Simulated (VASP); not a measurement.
**SnO2 (Cassiterite): relaxation of cell and atoms with PBE**

SnO2 (Cassiterite):

```xyz
6
Lattice="4.8274 0.0000 0.0000 0.0000 4.8274 0.0000 0.0000 0.0000 3.2381" Properties=species:S:1:pos:R:3 pbc="T T T"
Sn    0.0000    0.0000    0.0000
Sn    2.4137    2.4137    1.6190
O     1.4798    1.4798    0.0000
O     0.9339    3.8935    1.6190
O     3.3476    3.3476    0.0000
O     3.8935    0.9339    1.6190
```

| Quantity | Value |
| --- | --- |
| Program | VASP 6.6.1 |
| Task | relaxation of cell and atoms |
| Functional | PBE |
| Potentials or basis | VASP PAW PBE potentials, release 64 (Sn_d, O) |
| Cutoff | 600 eV |
| k mesh | 6 × 6 × 8 |
| Occupations | gaussian, width 0.01 eV |
| Spin | no spin polarisation |
| Dipole correction | no |
| Further INCAR settings | ALGO = Normal; EDIFF = 1e-07; IBRION = 2; EDIFFG = -0.001; NSW = 80; ISIF = 3 |

```
Relaxed volume                         : 12.60 Å³/atom
Relaxed cell                           : a = 4.830 Å, b = 4.830 Å, c = 3.242 Å, α = 90.00°, β = 90.00°, γ = 90.00°
Space group after relaxing (to 0.05 Å) : P4_2/mnm (No. 136)
Energy gained by relaxing              : 0.0 meV/atom
Ionic steps                            : 5
Pressure after relaxing                : 0.0 GPa
Band gap on the k mesh                 : 0.64 eV, direct
```

Step by step:
```csv
step,energy change (eV),largest force (eV/Å),pressure (GPa),volume (Å³)
1,0.0000,0.0115,0.43,75.46
2,0.0001,0.0185,-0.50,75.83
3,-0.0002,0.0022,0.01,75.63
4,-0.0002,0.0025,-0.01,75.63
5,-0.0002,0.0008,0.00,75.63
```

Final structure:
```yaml
crystal:
  lattice:
    - [4.82995, 0.00000, 0.00000]
    - [0.00000, 4.82995, 0.00000]
    - [0.00000, 0.00000, 3.24186]
  atoms:
    - { symbol: Sn, position: [0.00000, 0.00000, 0.00000] }
    - { symbol: Sn, position: [0.50000, 0.50000, 0.50000] }
    - { symbol: O, position: [0.30652, 0.30652, 0.00000] }
    - { symbol: O, position: [0.19348, 0.80652, 0.50000] }
    - { symbol: O, position: [0.69348, 0.69348, 0.00000] }
    - { symbol: O, position: [0.80652, 0.19348, 0.50000] }
```

Levels at points of the mesh, in eV from the valence-band top:
| k point | band 22 | band 23 | band 24 | band 25 | band 26 | band 27 | band 28 | band 29 | band 30 | band 31 |
| --- | --- | --- | --- | --- | --- | --- | --- | --- | --- | --- |
| (0.00, 0.00, 0.00) | -1.26 | -1.26 | -0.74 | -0.74 | 0.00 | 0.64 | 5.66 | 6.04 | 6.04 | 10.09 |
| (0.50, 0.00, 0.00) | -1.89 | -1.21 | -1.21 | -0.60 | -0.60 | 3.86 | 3.86 | 6.79 | 6.79 | 10.38 |
| (0.50, 0.50, 0.00) | -1.87 | -1.33 | -1.33 | -0.85 | -0.85 | 4.25 | 4.25 | 7.13 | 7.13 | 10.46 |
| (0.00, 0.00, 0.50) | -2.58 | -1.52 | -1.52 | -1.18 | -1.18 | 5.56 | 5.56 | 9.34 | 9.34 | 10.28 |
| (0.50, 0.00, 0.50) | -1.66 | -1.01 | -1.01 | -0.75 | -0.75 | 5.82 | 5.82 | 7.59 | 7.59 | 10.55 |
| (0.50, 0.50, 0.50) | -2.43 | -0.91 | -0.91 | -0.78 | -0.78 | 4.32 | 4.32 | 8.60 | 8.60 | 10.56 |

Wall time 2.8 min on 1 thread of Intel(R) Xeon(R) Platinum 8559C (Emerald Rapids), on a shared host, peak memory 0.27 GiB.

Caveat: spin-orbit coupling is left out, which moves the levels of the heavy elements. PBE gaps usually lie below the measured ones, often by a third to a half.
